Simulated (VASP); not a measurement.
# Na2BrCl (R-3m) in VASP: further runs

The runs below take Na2BrCl through single point, with LDA.

Everything below comes from runs of VASP 6.6.1. Logs are shortened: lines on timing, memory, paths and dates and some standing lists are left out, and cuts for length are marked.

### 1 The cell of the first run

It takes space group R-3m (No. 166, trigonal). Conventional cell: a = 3.978 Å, b = 3.978 Å, c = 19.885 Å, α = 90.00°, β = 90.00°, γ = 120.00°. Within 3.7 Å of Na (site symmetry 3m) lie 3 Cl at 2.78 Å and 3 Br at 2.89 Å. Within 3.8 Å of Br (site symmetry -3m) lie 6 Na at 2.89 Å. Within 3.7 Å of Cl (site symmetry -3m) lie 6 Na at 2.78 Å.

### 2 Single point, LDA (strain +0.0200 x Voigt [0, 0, 1, 0, 0, 0])

INCAR

```
ALGO     = Normal         # electronic algorithm
EDIFF    = 1E-6           # SCF threshold, eV
ENCUT    = 520            # plane-wave cutoff, eV
ISIF     = 2              # what is computed and relaxed
ISMEAR   = 0              # smearing method
LASPH    = T              # aspherical terms in the spheres
LCHARG   = F              # write CHGCAR
LREAL    = F              # projectors in reciprocal space
LWAVE    = F              # write WAVECAR
NBANDS   = 22             # bands
NELM     = 60             # most SCF steps
PREC     = Accurate       # precision mode
SIGMA    = 0.05           # smearing width, eV
```

KPOINTS

```
k-points
0
Gamma
  9 9 9
```

POSCAR

```
Na2BrCl
1.0
    1.9888625555      1.1482703318      6.6283147061
   -1.9888625555      1.1482703318      6.6283147061
    0.0000000000     -2.2965406636      6.6283147061
Na Br Cl
2 1 1
Direct
    0.2545086910      0.2545086910      0.2545086910
    0.7454913090      0.7454913090      0.7454913090
    0.5000000000      0.5000000000      0.5000000000
    0.0000000000      0.0000000000      0.0000000000
```

Potentials or basis: VASP PAW LDA potentials, release 64 (Na_pv, Br, Cl).

Run with:

```bash
> cat potpaw_LDA.64/Na_pv/POTCAR potpaw_LDA.64/Br/POTCAR potpaw_LDA.64/Cl/POTCAR > POTCAR
> mpirun -np 1 vasp_std > vasp.out
```

OUTCAR:

```text
EDIFF = 1E-6
   ENCUT = 520
   ISIF = 2
   ISMEAR = 0
   LASPH = T
   LREAL = F
   NELM = 60
   PREC = Accurate

 ion  position               nearest neighbor table
   1  0.255  0.255  0.255-
   2  0.745  0.745  0.745-
   3  0.500  0.500  0.500-
   4  0.000  0.000  0.000-

  LATTYP: Found a trigonal (rhomboedric) cell.
 ALAT       =     7.0148880863
 COS(alpha) =     0.8392325791

  Lattice vectors:

 A1 = (   1.9888625555,   1.1482703318,   6.6283147061)
 A2 = (  -1.9888625555,   1.1482703318,   6.6283147061)
 A3 = (   0.0000000000,  -2.2965406636,   6.6283147061)

Analysis of symmetry for initial positions (statically):
=====================================================================
 Subroutine PRICEL returns:
 Original cell was already a primitive cell.

 Routine SETGRP: Setting up the symmetry group for a
 trigonal (rhombohedral) supercell.

 Subroutine GETGRP returns: Found 12 space group operations
 (whereof 12 operations were pure point group operations)
 out of a pool of 12 trial point group operations.

The static configuration has the point symmetry D_3d.

Analysis of symmetry for dynamics (positions and initial velocities):
=====================================================================
 Subroutine PRICEL returns:
 Original cell was already a primitive cell.

 Routine SETGRP: Setting up the symmetry group for a
 trigonal (rhombohedral) supercell.

 Subroutine GETGRP returns: Found 12 space group operations
 (whereof 12 operations were pure point group operations)
 out of a pool of 12 trial point group operations.

The dynamic configuration has the point symmetry D_3d.

 Subroutine INISYM returns: Found 12 space group operations
 (whereof 12 operations are pure point group operations),
 and found     1 'primitive' translations

----------------------------------------------------------------------------------------

                                     Primitive cell

  volume of cell :      90.8246

  direct lattice vectors                    reciprocal lattice vectors
     1.988862555  1.148270332  6.628314706     0.251399977  0.145145844  0.050289304
    -1.988862555  1.148270332  6.628314706    -0.251399977  0.145145844  0.050289304
     0.000000000 -2.296540664  6.628314706     0.000000000 -0.290291688  0.050289304

  length of vectors
     7.014888086  7.014888086  7.014888086     0.294615476  0.294615476  0.294615476

  position of ions in fractional coordinates (direct lattice)
     0.254508691  0.254508691  0.254508691
     0.745491309  0.745491309  0.745491309
     0.500000000  0.500000000  0.500000000
     0.000000000  0.000000000  0.000000000

  ion indices of the primitive-cell ions
   primitive index   ion index
                 1           1
                 2           2
                 3           3
                 4           4

----------------------------------------------------------------------------------------

 KPOINTS: k-points

Automatic generation of k-mesh.
 Grid dimensions read from file:
 generate k-points for:    9    9    9

 Generating k-lattice:

  Cartesian coordinates                     Fractional coordinates (reciprocal lattice)
     0.027933331  0.016127316  0.005587700     0.111111111  0.000000000  0.000000000
    -0.027933331  0.016127316  0.005587700     0.000000000  0.111111111  0.000000000
     0.000000000 -0.032254632  0.005587700     0.000000000  0.000000000  0.111111111

  Length of vectors
     0.032735053  0.032735053  0.032735053

  Shift w.r.t. Gamma in fractional coordinates (k-lattice)
     0.000000000  0.000000000  0.000000000

 Subroutine IBZKPT returns following result:
 ===========================================

 Found     85 irreducible k-points:

 Following reciprocal coordinates:
            Coordinates               Weight
  0.000000  0.000000  0.000000      1.000000
  0.111111 -0.000000 -0.000000      6.000000
  0.222222  0.000000  0.000000      6.000000
  0.333333  0.000000 -0.000000      6.000000
  0.444444  0.000000  0.000000      6.000000
  0.111111  0.111111 -0.000000      6.000000
[... 16 lines left out ...]
 -0.333333  0.333333  0.000000      6.000000
  0.444444  0.444444  0.000000      6.000000
 [... further k-points ...]
   k-points           NKPTS =     85   k-points in BZ     NKDIM =     85   number of bands    NBANDS=     22
   number of dos      NEDOS =    301   number of ions     NIONS =      4
   total plane-waves  NPLWV = 157464
   dimension x,y,z NGX =    54 NGY =   54 NGZ =   54
   dimension x,y,z NGXF=   108 NGYF=  108 NGZF=  108
   ions per type =               2   1   1
   NGX,Y,Z   is equivalent  to a cutoff of  12.80, 12.80, 12.80 a.u.
   NGXF,Y,Z  is equivalent  to a cutoff of  25.59, 25.59, 25.59 a.u.
 SYSTEM =  unknown system
   PREC   = accura    normal or accurate (medium, high low for compatibility)
   ISTART =      0    job   : 0-new  1-cont  2-samecut
   ICHARG =      2    charge: 1-file 2-atom 10-const
   ISPIN  =      1    spin polarized calculation?
   LNONCOLLINEAR =      F non collinear calculations
   LSORBIT =      F    spin-orbit coupling
   LASPH  =      T    aspherical Exc in radial PAW
   ENCUT  =  520.0 eV  38.22 Ry    6.18 a.u.  13.04 13.04 13.04*2*pi/ulx,y,z
   NELM   =     60;   NELMIN=  2; NELMDL= -5     # of ELM steps
   EDIFF  = 0.1E-05   stopping-criterion for ELM
   LREAL  =      F    real-space projection
   EDIFFG = 0.1E-04   stopping-criterion for IOM
   NSW    =      0    number of steps for IOM
   IBRION =     -1    ionic relax: 0-MD 1-quasi-New 2-CG
   NFREE  =      0    steps in history (QN), initial steepest desc. (CG)
   ISIF   =      2    stress and relaxation
   ISYM   =      2    0-nonsym 1-usesym 2-fastsym
   POTIM  = 0.5000    time-step for ionic-motion
   TEBEG  =    0.0;   TEEND  =   0.0 temperature during run
   PSTRESS=    0.0 pullay stress
   NELECT =      28.0000    total number of electrons
   NUPDOWN=      -1.0000    fix difference up-down
   EMIN   =  10.00;   EMAX   =-10.00  energy-range for DOS
   EFERMI =   0.00;   METHOD = LEGACY
   ISMEAR =     0;   SIGMA  =   0.05  broadening in eV -4-tet -1-fermi 0-gaus
   EFERMI_NEDOS =   21; number of points for ismear=-14 and -15
   IALGO  =     38    algorithm
   IMIX   =      4    mixing-type and parameters
     AMIX     =   0.40;   BMIX     =  1.00
     AMIX_MAG =   1.60;   BMIX_MAG =  1.00
  volume/ion in A,a.u.               =      22.71       153.23
  Fermi-wavevector in a.u.,A,eV,Ry     =   1.105927  2.089899 16.640936  1.223074
  Thomas-Fermi vector in A             =   2.242421
   LORBIT       =      0    0 simple, 1 ext, 2 COOP (PROOUT), +10 PAW based schemes
   GGA     = CA    functional components
   LHFCALC =     F    Hartree Fock is set to
   AEXX    =    0.0000 exact exchange contribution
   IVDW    =     0    specifies the selected vdW correction
   LEPSILON=     F    determine dielectric tensor
   LRPA    =     F    only Hartree local field effects (RPA)
 non-spin polarized calculation
 Gauss-broadening in eV      SIGMA  =   0.05
  energy-cutoff  :      520.00
  volume of cell :       90.82
 maximum number of plane-waves:      2472
 NGX is ok and might be reduce to    54
   NGX = 27   NGY = 27   NGZ = 27

 number of electron      27.9999996 magnetization

 Free energy of the ion-electron system (eV)
  ---------------------------------------------------
  ext. energy  EPLUGINS =         0.00000000
  ---------------------------------------------------
  free energy    TOTEN  =       -14.11342647 eV

  energy without entropy =      -14.11342647  energy(sigma->0) =      -14.11342647

 E-fermi :   0.2470     XC(G=0):  -8.8943

 val. band max:       -0.0380665381   @ k =   0.0000   0.0000   0.0000
 cond. band min:       4.0089689709   @ k =   0.0000   0.0000   0.0000
 fundamental gap:      4.0470355091
 Fermi energy:         0.2469690048

 k-point     1 :       0.0000    0.0000    0.0000
  band No.  band energies     occupation
      1     -21.5446      2.00000
      2     -21.5161      2.00000
      3     -21.5161      2.00000
      4     -21.5139      2.00000
      5     -21.5139      2.00000
      6     -21.5124      2.00000
[... 14 lines left out ...]
     21       9.9418      0.00000
     22       9.9789      0.00000

 k-point     2 :       0.1111   -0.0000   -0.0000
  band No.  band energies     occupation
      1     -21.5427      2.00000
      2     -21.5185      2.00000
      3     -21.5169      2.00000
      4     -21.5166      2.00000
      5     -21.5144      2.00000
      6     -21.5126      2.00000
[... 14 lines left out ...]
     21      10.0009      0.00000
     22      10.1651      0.00000

 k-point     3 :       0.2222    0.0000    0.0000
  band No.  band energies     occupation
      1     -21.5379      2.00000
      2     -21.5249      2.00000
      3     -21.5239      2.00000
      4     -21.5180      2.00000
      5     -21.5157      2.00000
      6     -21.5135      2.00000
[... 14 lines left out ...]
     21      10.4801      0.00000
     22      10.7336      0.00000

 k-point     4 :       0.3333    0.0000   -0.0000
  band No.  band energies     occupation
      1     -21.5358      2.00000
      2     -21.5311      2.00000
      3     -21.5288      2.00000
      4     -21.5196      2.00000
      5     -21.5173      2.00000
      6     -21.5154      2.00000
[... 14 lines left out ...]
     21      10.7522      0.00000
     22      11.2445      0.00000

 k-point     5 :       0.4444    0.0000    0.0000
  band No.  band energies     occupation
      1     -21.5398      2.00000
      2     -21.5359      2.00000
      3     -21.5240      2.00000
      4     -21.5207      2.00000
      5     -21.5184      2.00000
      6     -21.5182      2.00000
[... 14 lines left out ...]
     21      10.8919      0.00000
     22      11.2242      0.00000

 k-point     6 :       0.1111    0.1111   -0.0000
  band No.  band energies     occupation
      1     -21.5424      2.00000
      2     -21.5185      2.00000
      3     -21.5172      2.00000
      4     -21.5169      2.00000
      5     -21.5142      2.00000
      6     -21.5127      2.00000
[... 14 lines left out ...]
     21      10.0237      0.00000
     22      10.1511      0.00000

 k-point     7 :       0.2222    0.1111    0.0000
  band No.  band energies     occupation
      1     -21.5390      2.00000
      2     -21.5231      2.00000
      3     -21.5218      2.00000
      4     -21.5178      2.00000
      5     -21.5156      2.00000
      6     -21.5131      2.00000
[... 324 lines left out ...]
      6     -21.5140      2.00000
[... 14 lines left out ...]
     21      10.0397      0.00000
     22      12.0497      0.00000

 k-point    21 :       0.4444    0.3333    0.0000
  band No.  band energies     occupation
      1     -21.5420      2.00000
      2     -21.5341      2.00000
      3     -21.5239      2.00000
      4     -21.5227      2.00000
      5     -21.5176      2.00000
      6     -21.5146      2.00000
[... 14 lines left out ...]
     21      10.2443      0.00000
     22      11.9063      0.00000

 k-point    22 :      -0.4444    0.3333    0.0000
  band No.  band energies     occupation
      1     -21.5410      2.00000
      2     -21.5333      2.00000
      3     -21.5286      2.00000
      4     -21.5220      2.00000
      5     -21.5199      2.00000
      6     -21.5161      2.00000
[... 14 lines left out ...]
     21      10.3767      0.00000
     22      11.4642      0.00000

 k-point    23 :      -0.3333    0.3333    0.0000
  band No.  band energies     occupation
      1     -21.5366      2.00000
      2     -21.5342      2.00000
      3     -21.5300      2.00000
      4     -21.5261      2.00000
      5     -21.5187      2.00000
      6     -21.5176      2.00000
[... 14 lines left out ...]
     21      10.7234      0.00000
     22      11.0816      0.00000

 k-point    24 :       0.4444    0.4444    0.0000
  band No.  band energies     occupation
      1     -21.5458      2.00000
      2     -21.5355      2.00000
      3     -21.5227      2.00000
      4     -21.5222      2.00000
      5     -21.5163      2.00000
      6     -21.5145      2.00000
[... 14 lines left out ...]
     21      10.8519      0.00000
     22      13.2162      0.00000

 [... further k-points ...]

------------------------ aborting loop because EDIFF is reached ----------------------------------------

  FORCE on cell =-STRESS in cart. coord.  units (eV):
  Direction    XX          YY          ZZ          XY          YZ          ZX
  --------------------------------------------------------------------------------------
  -------------------------------------------------------------------------------------
  Total       -0.2127157     -0.2127157     -0.4765210      0.0000000     -0.0000000      0.0000000
  in kB       -3.7523802     -3.7523802     -8.4059993      0.0000000     -0.0000000      0.0000000
  external PRESSURE =      -5.3035865 kB  Pullay stress =       0.0000000 kB

 VOLUME and BASIS-vectors are now :
 -----------------------------------------------------------------------------
  energy-cutoff  :      520.00
  volume of cell :       90.82
      direct lattice vectors                 reciprocal lattice vectors
     1.988862555  1.148270332  6.628314706     0.251399977  0.145145844  0.050289304
    -1.988862555  1.148270332  6.628314706    -0.251399977  0.145145844  0.050289304
     0.000000000 -2.296540664  6.628314706     0.000000000 -0.290291688  0.050289304

 POSITION                                       TOTAL-FORCE (eV/Angst)
 -----------------------------------------------------------------------------------
      0.00000      0.00000      5.06089         0.000000      0.000000     -0.006701
      0.00000      0.00000     14.82405         0.000000     -0.000000      0.006701
      0.00000      0.00000      9.94247        -0.000000     -0.000000     -0.000000
      0.00000      0.00000      0.00000         0.000000     -0.000000     -0.000000
 -----------------------------------------------------------------------------------
    total drift:                               -0.000000      0.000000     -0.000000

  FREE ENERGIE OF THE ION-ELECTRON SYSTEM (eV)
  ---------------------------------------------------
  free  energy   TOTEN  =       -14.1134264722 eV

  energy  without entropy=      -14.1134264722  energy(sigma->0) =      -14.11342647
```

Wall time 6.1 min (1 thread of Oxide Virtual Turin-like, shared host); peak memory 0.37 GiB.

Results:

- Free energy: -14.1134 eV
- Pressure: -0.5 GPa
- Largest force: 0.007 eV/Å
- Band gap on the k mesh: 4.05 eV

Forces on the atoms (eV/Å):
```
Na   0.000  0.000 -0.007
Na   0.000  0.000  0.007
Br   0.000  0.000  0.000
Cl   0.000  0.000  0.000
```

Caveat: the cell differs from its parent crystal (strain +0.0200 x Voigt [0, 0, 1, 0, 0, 0]). A k mesh can miss the band edges.

(Part 1 of 2 ends here.)
